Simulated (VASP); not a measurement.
Write the native input for VASP 6.6.1 that does the following.

```
Task                   : single point
Functional             : PBE
Potentials or basis    : VASP PAW PBE potentials, release 64 (Eu)
Cutoff                 : 520 eV
k mesh                 : 7 × 4 × 7
Occupations            : gaussian, width 0.09 eV
Spin                   : collinear spin, ferromagnetic start
Starting moments       : [7.78, 7.78] μB
Dipole correction      : no
Further INCAR settings : ALGO = Normal; EDIFF = 1e-07; NBANDS = 28
```

The structure of Eu lies in POSCAR:

```
Eu
1.0
    0.0000000000      0.0000000000     -4.5844624600
    4.5844624600     -4.5844624600      0.0000000000
   -2.2922312300     -2.2922312300      2.2922312300
Eu
2
Direct
    0.0000000000      0.0000000000      0.0000000000
    0.5000000000      0.5000000000      0.0000000000
```

One way to write it, as run:

INCAR

```
SYSTEM = Eu
  PREC = Accurate
  ENCUT = 520
  EDIFF = 1E-7
  ISMEAR = 0
  SIGMA = 0.09
  LREAL = .False.
  LASPH = .True.
  NELM = 150
  ALGO = Normal
  ISIF = 2
  LWAVE = .False.
  LCHARG = .False.
  ISPIN = 2
  MAGMOM = 7.78 7.78
  LORBIT = 11
  LMAXMIX = 6
  GGA = PE
  NBANDS = 28
```

KPOINTS

```
Automatic mesh
0
Gamma
  7 4 7
  0 0 0
```

Potentials or basis: VASP PAW PBE potentials, release 64 (Eu).

Run with:

```console
$ cat potpaw_PBE.64/Eu/POTCAR > POTCAR
$ mpirun -np 1 vasp_std > vasp.out
```

Results of the run:

| Item | Value |
| --- | --- |
| Pressure | -1.7 GPa |
| Net moment | 14.65 μB per cell |
| Site moments | Eu +6.70 μB |
| Valence electrons inside the program's atomic spheres | Eu 14.72 |

Run time: 4.4 min on 1 thread of Intel(R) Xeon(R) Platinum 8559C (Emerald Rapids), with other jobs on the host, peak memory 0.4 GiB.
